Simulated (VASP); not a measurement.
Write the native input for VASP 6.6.1 that does the following.

```yaml
Task: relaxation of cell and atoms
Functional: PBE
Potentials_or_basis: VASP PAW PBE potentials, release 64 (Ba_sv, F)
Cutoff: 600 eV
k_mesh: 5 × 5 × 5
Occupations: gaussian, width 0.01 eV
Spin: no spin polarisation
Dipole_correction: no
Further_INCAR_settings: ALGO = Normal; EDIFF = 1e-07; IBRION = 2; EDIFFG = -0.01; NSW = 80; ISIF = 3
```

The structure of BaF2 (Frankdicksonite) lies in POSCAR:

```
BaF2
1.0
    0.0000000000      3.1000500000      3.1000500000
    3.1000500000      0.0000000000      3.1000500000
    3.1000500000      3.1000500000      0.0000000000
Ba F
1 2
Direct
    0.0000000000      0.0000000000      0.0000000000
    0.2500000000      0.2500000000      0.2500000000
    0.7500000000      0.7500000000      0.7500000000
```

These files were run (other wordings do the same):

INCAR

```
  PREC = Accurate
  ENCUT = 600
  EDIFF = 1E-7
  ISMEAR = 0
  SIGMA = 0.01
  LREAL = False
  LASPH = True
  NELM = 120
  ALGO = Normal
  ISIF = 3
  LWAVE = False
  LCHARG = False
  GGA = PE
  IBRION = 2
  NSW = 80
  EDIFFG = -0.01
  GGA_COMPAT = False
  NELMIN = 4
```

KPOINTS

```
Automatic mesh
0
Gamma
  5 5 5
```

Potentials or basis: VASP PAW PBE potentials, release 64 (Ba_sv, F).

Launch:

```console
$ cat potpaw_PBE.64/Ba_sv/POTCAR potpaw_PBE.64/F/POTCAR > POTCAR
$ mpirun -np 1 vasp_std > vasp.out
```

Results of the run:

```
Relaxed volume                         : 20.65 Å³/atom
Relaxed cell                           : a = 4.441 Å, b = 4.441 Å, c = 4.441 Å, α = 60.00°, β = 60.00°, γ = 60.00°
Space group after relaxing (to 0.05 Å) : Fm-3m (No. 225)
Energy gained by relaxing              : 5.4 meV/atom
Ionic steps                            : 3
Pressure after relaxing                : 0.0 GPa
Band gap on the k mesh                 : 6.59 eV, indirect (least direct gap 6.65 eV)
```

Caveat: spin-orbit coupling is left out, which moves the levels of the heavy elements.

Wall time 23 s on 1 thread of AMD EPYC 9R45 96-Core Processor (Zen 5), with other jobs on the host, peak memory 0.17 GiB.
